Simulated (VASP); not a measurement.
# TiSi16 (a cell with a defect) in VASP: single point with PBE+D3(BJ)

Aim: the single point of TiSi16 (a cell with a defect) with PBE+D3(BJ).

Everything below comes from runs of VASP 6.6.1. Logs are shortened: lines on timing, memory, paths and dates and some standing lists are left out, and cuts for length are marked.

### 1 The cell of the first run

The cell holds a defect, 17 atoms: a = 7.679 Å, b = 7.679 Å, c = 7.679 Å, α = 60.00°, β = 60.00°, γ = 60.00°.

### 2 Single point, PBE+D3(BJ)

Contents of INCAR:

```
SYSTEM = TiSi16
PREC     = Accurate       ! precision mode
ENCUT    = 520            ! plane-wave cutoff, eV
EDIFF    = 1E-6           ! SCF threshold, eV
ISMEAR   = -1             ! smearing method
SIGMA    = 0.02           ! smearing width, eV
LREAL    = Auto         
LASPH    = .True.         ! aspherical terms in the spheres
NELM     = 80             ! most SCF steps
ALGO     = Normal         ! electronic algorithm
ISIF     = 2              ! what is computed and relaxed
LWAVE    = .False.        ! write WAVECAR
LCHARG   = .True.         ! write CHGCAR
GGA      = PE             ! functional
IVDW     = 12             ! dispersion correction
LELF     = .True.         ! ELF
LVHAR    = .True.       
NBANDS   = 52             ! bands
```

Contents of KPOINTS:

```
Automatic mesh
0
Gamma
  2 2 2
  0 0 0
```

Contents of POSCAR:

```
TiSi16
1.0
    0.0000000000      5.4300000000      5.4300000000
    5.4300000000      0.0000000000      5.4300000000
    5.4300000000      5.4300000000      0.0000000000
Si Ti
16 1
Direct
    0.0053364641     -0.0313775322      0.0146497238
    0.1496941068      0.1131937385      0.1243760589
    0.0064330571     -0.0006700737      0.4953391344
    0.1191518416      0.1119450276      0.6436776243
    0.0053185083      0.5118361878      0.0146485267
    0.1019445672      0.6083585635      0.1817664825
   -0.0232914365      0.4832026703      0.5573118785
    0.1191494475      0.6256558932      0.6436748619
    0.5099216390      0.0165965930     -0.0427065378
    0.6066932781      0.1132665746      0.1241282689
    0.4928171271     -0.0005972376      0.4951195212
    0.6351453959      0.1417365562      0.5817914365
    0.4621650092      0.5119073665      0.0144000000
    0.6066745856      0.6563228361      0.1241296501
    0.4928147330      0.5130740331      0.4951182320
    0.6054941989      0.6257290055      0.6434555249
    0.8059927256      0.3125358195      0.0693534991
```

Potentials or basis: VASP PAW PBE potentials, release 64 (Si, Ti_sv).

Command:

```bash
cat potpaw_PBE.64/Si/POTCAR potpaw_PBE.64/Ti_sv/POTCAR > POTCAR
mpirun -np 1 vasp_std > vasp.out
```

OUTCAR:

```text
SYSTEM = TiSi16
   PREC = Accurate
   ENCUT = 520
   EDIFF = 1E-6
   ISMEAR = -1
   LREAL = Auto
   LASPH = .True.
   NELM = 80
   ISIF = 2
   GGA = PE
   IVDW = 12
 IVDW          = 12

 ion  position               nearest neighbor table
   1  0.005  0.969  0.015-   6 2.28   4 2.33  17 2.43   2 2.50  10 2.50
   2  0.150  0.113  0.124-   9 2.28   3 2.33  17 2.43   5 2.50   1 2.50
   3  0.006  0.999  0.495-   2 2.33  12 2.34   4 2.35   8 2.35
   4  0.119  0.112  0.644-   1 2.33   7 2.34   3 2.35  11 2.35
   5  0.005  0.512  0.015-   6 2.28   8 2.33  17 2.43   2 2.50  14 2.50
   6  0.102  0.608  0.182-  13 2.28   1 2.28   5 2.28   7 2.35
   7  0.977  0.483  0.557-  16 2.34   8 2.34   4 2.34   6 2.35
   8  0.119  0.626  0.644-   5 2.33   7 2.34   3 2.35  15 2.35
   9  0.510  0.017  0.957-   2 2.28  14 2.28  10 2.28  12 2.35
  10  0.607  0.113  0.124-   9 2.28  11 2.33  17 2.43  13 2.50   1 2.50
  11  0.493  0.999  0.495-  10 2.33  12 2.34  16 2.35   4 2.35
  12  0.635  0.142  0.582-   3 2.34  11 2.34  15 2.34   9 2.35
  13  0.462  0.512  0.014-   6 2.28  16 2.33  17 2.43  10 2.50  14 2.50
  14  0.607  0.656  0.124-   9 2.28  15 2.33  17 2.43  13 2.50   5 2.50
  15  0.493  0.513  0.495-  14 2.33  12 2.34  16 2.35   8 2.35
  16  0.605  0.626  0.643-  13 2.33   7 2.34  15 2.35  11 2.35
  17  0.806  0.313  0.069-  14 2.43  10 2.43   2 2.43   1 2.43   5 2.43  13 2.43

  LATTYP: Found a face centered cubic cell.
 ALAT       =    10.8600000000

  Lattice vectors:

 A1 = (   0.0000000000,   5.4300000000,   5.4300000000)
 A2 = (   5.4300000000,   0.0000000000,   5.4300000000)
 A3 = (   5.4300000000,   5.4300000000,   0.0000000000)

Analysis of symmetry for initial positions (statically):
=====================================================================
 Subroutine PRICEL returns:
 Original cell was already a primitive cell.

 Routine SETGRP: Setting up the symmetry group for a
 face centered cubic supercell.

 Subroutine GETGRP returns: Found  1 space group operations
 (whereof  1 operations were pure point group operations)
 out of a pool of 48 trial point group operations.

The static configuration has the point symmetry C_1 .

Analysis of symmetry for dynamics (positions and initial velocities):
=====================================================================
 Subroutine PRICEL returns:
 Original cell was already a primitive cell.

 Routine SETGRP: Setting up the symmetry group for a
 face centered cubic supercell.

 Subroutine GETGRP returns: Found  1 space group operations
 (whereof  1 operations were pure point group operations)
 out of a pool of 48 trial point group operations.

The dynamic configuration has the point symmetry C_1 .

 Subroutine INISYM returns: Found  1 space group operations
 (whereof  1 operations are pure point group operations),
 and found     1 'primitive' translations

----------------------------------------------------------------------------------------

                                     Primitive cell

  volume of cell :     320.2060

  direct lattice vectors                    reciprocal lattice vectors
     0.000000000  5.430000000  5.430000000    -0.092081031  0.092081031  0.092081031
     5.430000000  0.000000000  5.430000000     0.092081031 -0.092081031  0.092081031
     5.430000000  5.430000000  0.000000000     0.092081031  0.092081031 -0.092081031

  length of vectors
     7.679179644  7.679179644  7.679179644     0.159489025  0.159489025  0.159489025

  position of ions in fractional coordinates (direct lattice)
     0.005336464  0.968622468  0.014649724
     0.149694107  0.113193739  0.124376059
     0.006433057  0.999329926  0.495339134
     0.119151842  0.111945028  0.643677624
     0.005318508  0.511836188  0.014648527
     0.101944567  0.608358563  0.181766483
[... 9 lines left out ...]
     0.605494199  0.625729005  0.643455525
     0.805992726  0.312535819  0.069353499

  ion indices of the primitive-cell ions
   primitive index   ion index
                 1           1
                 2           2
                 3           3
                 4           4
                 5           5
                 6           6
[... 9 lines left out ...]
                16          16
                17          17

----------------------------------------------------------------------------------------

 KPOINTS: Automatic mesh

Automatic generation of k-mesh.
 Grid dimensions read from file:
 generate k-points for:    2    2    2

 Generating k-lattice:

  Cartesian coordinates                     Fractional coordinates (reciprocal lattice)
    -0.046040516  0.046040516  0.046040516     0.500000000  0.000000000  0.000000000
     0.046040516 -0.046040516  0.046040516     0.000000000  0.500000000  0.000000000
     0.046040516  0.046040516 -0.046040516     0.000000000  0.000000000  0.500000000

  Length of vectors
     0.079744512  0.079744512  0.079744512

  Shift w.r.t. Gamma in fractional coordinates (k-lattice)
     0.000000000  0.000000000  0.000000000

 Subroutine IBZKPT returns following result:
 ===========================================

 Found      8 irreducible k-points:

 Following reciprocal coordinates:
            Coordinates               Weight
  0.000000  0.000000  0.000000      1.000000
  0.500000  0.000000  0.000000      1.000000
  0.000000  0.500000  0.000000      1.000000
  0.000000  0.000000  0.500000      1.000000
  0.500000  0.500000  0.500000      1.000000
  0.500000  0.500000  0.000000      1.000000
  0.000000  0.500000  0.500000      1.000000
  0.500000  0.000000  0.500000      1.000000
   k-points           NKPTS =      8   k-points in BZ     NKDIM =      8   number of bands    NBANDS=     52
   number of dos      NEDOS =    301   number of ions     NIONS =     17
   total plane-waves  NPLWV = 216000
   dimension x,y,z NGX =    60 NGY =   60 NGZ =   60
   dimension x,y,z NGXF=   120 NGYF=  120 NGZF=  120
   ions per type =              16   1
   NGX,Y,Z   is equivalent  to a cutoff of  12.99, 12.99, 12.99 a.u.
   NGXF,Y,Z  is equivalent  to a cutoff of  25.98, 25.98, 25.98 a.u.
 SYSTEM =  TiSi16
   PREC   = accura    normal or accurate (medium, high low for compatibility)
   ISTART =      0    job   : 0-new  1-cont  2-samecut
   ICHARG =      2    charge: 1-file 2-atom 10-const
   ISPIN  =      1    spin polarized calculation?
   LNONCOLLINEAR =      F non collinear calculations
   LSORBIT =      F    spin-orbit coupling
   LASPH  =      T    aspherical Exc in radial PAW
   ENCUT  =  520.0 eV  38.22 Ry    6.18 a.u.  14.28 14.28 14.28*2*pi/ulx,y,z
   NELM   =     80;   NELMIN=  2; NELMDL= -5     # of ELM steps
   EDIFF  = 0.1E-05   stopping-criterion for ELM
   LREAL  =      T    real-space projection
   EDIFFG = 0.1E-04   stopping-criterion for IOM
   NSW    =      0    number of steps for IOM
   IBRION =     -1    ionic relax: 0-MD 1-quasi-New 2-CG
   NFREE  =      0    steps in history (QN), initial steepest desc. (CG)
   ISIF   =      2    stress and relaxation
   ISYM   =      2    0-nonsym 1-usesym 2-fastsym
   POTIM  = 0.5000    time-step for ionic-motion
   TEBEG  =    0.0;   TEEND  =   0.0 temperature during run
   PSTRESS=    0.0 pullay stress
   NELECT =      76.0000    total number of electrons
   NUPDOWN=      -1.0000    fix difference up-down
   EMIN   =  10.00;   EMAX   =-10.00  energy-range for DOS
   EFERMI =   0.00;   METHOD = LEGACY
   ISMEAR =    -1;   SIGMA  =   0.02  broadening in eV -4-tet -1-fermi 0-gaus
   EFERMI_NEDOS =   21; number of points for ismear=-14 and -15
   IALGO  =     38    algorithm
   IMIX   =      4    mixing-type and parameters
     AMIX     =   0.40;   BMIX     =  1.00
     AMIX_MAG =   1.60;   BMIX_MAG =  1.00
  volume/ion in A,a.u.               =      18.84       127.11
  Fermi-wavevector in a.u.,A,eV,Ry     =   1.013607  1.915439 13.978610  1.027399
  Thomas-Fermi vector in A             =   2.146786
   LORBIT       =      0    0 simple, 1 ext, 2 COOP (PROOUT), +10 PAW based schemes
   GGA     = PE    functional components
   LHFCALC =     F    Hartree Fock is set to
   AEXX    =    0.0000 exact exchange contribution
   IVDW    =    12    specifies the selected vdW correction
   LEPSILON=     F    determine dielectric tensor
   LRPA    =     F    only Hartree local field effects (RPA)
 non-spin polarized calculation
  energy-cutoff  :      520.00
  volume of cell :      320.21
 maximum number of plane-waves:      8646
 NGX is ok and might be reduce to    60
   NGX = 29   NGY = 29   NGZ = 29

 number of electron      76.0000001 magnetization

 Free energy of the ion-electron system (eV)
  ---------------------------------------------------
  ext. energy  EPLUGINS =         0.00000000
  ---------------------------------------------------
  free energy    TOTEN  =       -90.50396202 eV

  energy without entropy =      -90.48351330  energy(sigma->0) =      -90.49373766

 E-fermi :   6.8930     XC(G=0):  -9.7537

 val. band max:        6.8457670900   @ k =   0.0000   0.0000   0.0000
 cond. band min:       6.8979633316   @ k =   0.5000   0.5000   0.0000
 fundamental gap:      0.0521962417
 Fermi energy:         6.8930376816

 k-point     1 :       0.0000    0.0000    0.0000
  band No.  band energies     occupation
      1     -49.9358      2.00000
      2     -26.4072      2.00000
      3     -26.2534      2.00000
      4     -26.2529      2.00000
      5      -5.6569      2.00000
      6      -3.4488      2.00000
[... 42 lines left out ...]
     49       8.5059      0.00000
     50       8.9198      0.00000

 k-point     2 :       0.5000    0.0000    0.0000
  band No.  band energies     occupation
      1     -49.9358      2.00000
      2     -26.4072      2.00000
      3     -26.2534      2.00000
      4     -26.2529      2.00000
      5      -4.8560      2.00000
      6      -4.8267      2.00000
[... 42 lines left out ...]
     49       9.5605      0.00000
     50       9.9088      0.00000

 k-point     3 :       0.0000    0.5000    0.0000
  band No.  band energies     occupation
      1     -49.9358      2.00000
      2     -26.4072      2.00000
      3     -26.2534      2.00000
      4     -26.2529      2.00000
      5      -4.8560      2.00000
      6      -4.8267      2.00000
[... 42 lines left out ...]
     49       9.5619      0.00000
     50       9.9089      0.00000

 k-point     4 :       0.0000    0.0000    0.5000
  band No.  band energies     occupation
      1     -49.9358      2.00000
      2     -26.4072      2.00000
      3     -26.2534      2.00000
      4     -26.2529      2.00000
      5      -4.8788      2.00000
      6      -4.8228      2.00000
[... 42 lines left out ...]
     49       9.6475      0.00000
     50       9.9018      0.00000

 k-point     5 :       0.5000    0.5000    0.5000
  band No.  band energies     occupation
      1     -49.9358      2.00000
      2     -26.4072      2.00000
      3     -26.2534      2.00000
      4     -26.2529      2.00000
      5      -4.8560      2.00000
      6      -4.8267      2.00000
[... 42 lines left out ...]
     49       9.5618      0.00000
     50       9.9089      0.00000

 k-point     6 :       0.5000    0.5000    0.0000
  band No.  band energies     occupation
      1     -49.9358      2.00000
      2     -26.4072      2.00000
      3     -26.2534      2.00000
      4     -26.2529      2.00000
      5      -4.5755      2.00000
      6      -4.5492      2.00000
[... 42 lines left out ...]
     49       9.9735      0.00000
     50      10.4808      0.00000

 k-point     7 :       0.0000    0.5000    0.5000
  band No.  band energies     occupation
      1     -49.9358      2.00000
      2     -26.4072      2.00000
      3     -26.2534      2.00000
      4     -26.2529      2.00000
      5      -4.5755      2.00000
      6      -4.5492      2.00000
[... 42 lines left out ...]
     49       9.9735      0.00000
     50      10.4808      0.00000

 k-point     8 :       0.5000    0.0000    0.5000
  band No.  band energies     occupation
      1     -49.9358      2.00000
      2     -26.4072      2.00000
      3     -26.2534      2.00000
      4     -26.2529      2.00000
      5      -4.5757      2.00000
      6      -4.5490      2.00000
[... 42 lines left out ...]
     49       9.9728      0.00000
     50      10.4809      0.00000
 [bands above 50 left out]

------------------------ aborting loop because EDIFF is reached ----------------------------------------

 Edisp (eV)   -5.83683

 E8    (eV) :    -2.4410

  FORCE on cell =-STRESS in cart. coord.  units (eV):
  Direction    XX          YY          ZZ          XY          YZ          ZX
  --------------------------------------------------------------------------------------
  -------------------------------------------------------------------------------------
  Total       5.61156     5.58937     5.60600    -1.86964     1.86626     1.87082
  in kB      28.07792    27.96690    28.05011    -9.35492     9.33799     9.36079
  external pressure =       28.03 kB  Pullay stress =        0.00 kB

 VOLUME and BASIS-vectors are now :
 -----------------------------------------------------------------------------
  energy-cutoff  :      520.00
  volume of cell :      320.21
      direct lattice vectors                 reciprocal lattice vectors
     0.000000000  5.430000000  5.430000000    -0.092081031  0.092081031  0.092081031
     5.430000000  0.000000000  5.430000000     0.092081031 -0.092081031  0.092081031
     5.430000000  5.430000000  0.000000000     0.092081031  0.092081031 -0.092081031

 POSITION                                       TOTAL-FORCE (eV/Angst)
 -----------------------------------------------------------------------------------
      5.33917      0.10853      5.28860        -0.007131      0.003350     -0.001779
      1.29000      1.48820      1.42748        -0.001841      0.011008      0.002112
      8.11605      2.72462      5.46129         0.001400      0.027432     -0.001144
      4.10303      4.14216      1.25486        -0.028660     -0.001807     -0.000130
      2.85881      0.10842      2.80815         0.002978      0.003269      0.008358
      4.29038      1.54055      3.85695        -0.001525     -0.000461      0.001682
[... 9 lines left out ...]
      6.89167      6.78180      6.68554        -0.000699     -0.028255      0.001177
      2.07366      4.75313      6.07361        -0.006262     -0.001493      0.000622
 -----------------------------------------------------------------------------------
    total drift:                               -0.003969      0.008780     -0.001025

  FREE ENERGIE OF THE ION-ELECTRON SYSTEM (eV)
  ---------------------------------------------------
  free  energy   TOTEN  =       -96.3407878353 eV

  energy  without entropy=      -96.3203391211  energy(sigma->0) =      -96.33056348
```

Run time: 4.6 min. Hardware: 1 thread of AMD EPYC 9R45 (Zen 5), shared host; peak memory 0.45 GiB.

Results:

* Free energy: -96.3408 eV
* Pressure: 2.8 GPa
* Largest force: 0.040 eV/Å
* Band gap on the k mesh: zero (band 38 reaches 6.91 eV, above the bottom of band 39 at 6.72 eV)
* Dispersion energy per atom: -0.343 eV

Forces on the atoms (eV/Å):
```
Si  -0.007  0.003 -0.002
Si  -0.002  0.011  0.002
Si   0.001  0.027 -0.001
Si  -0.029 -0.002  0.000
Si   0.003  0.003  0.008
Si  -0.002  0.000  0.002
Si   0.021  0.020 -0.021
Si   0.001 -0.001  0.029
Si   0.001  0.000  0.000
Si  -0.003 -0.004 -0.011
Si   0.002  0.004 -0.028
Si  -0.023 -0.023  0.023
Si   0.004 -0.008 -0.004
Si   0.011 -0.005  0.002
Si   0.029  0.004 -0.001
Si  -0.001 -0.028  0.001
Ti  -0.006 -0.001  0.001
```

Stress tensor (GPa, compression positive):
```
 2.81 -0.94  0.94
-0.94  2.80  0.93
 0.94  0.93  2.81
```

Caveat: the k points lie up to 0.50 Å⁻¹ apart.
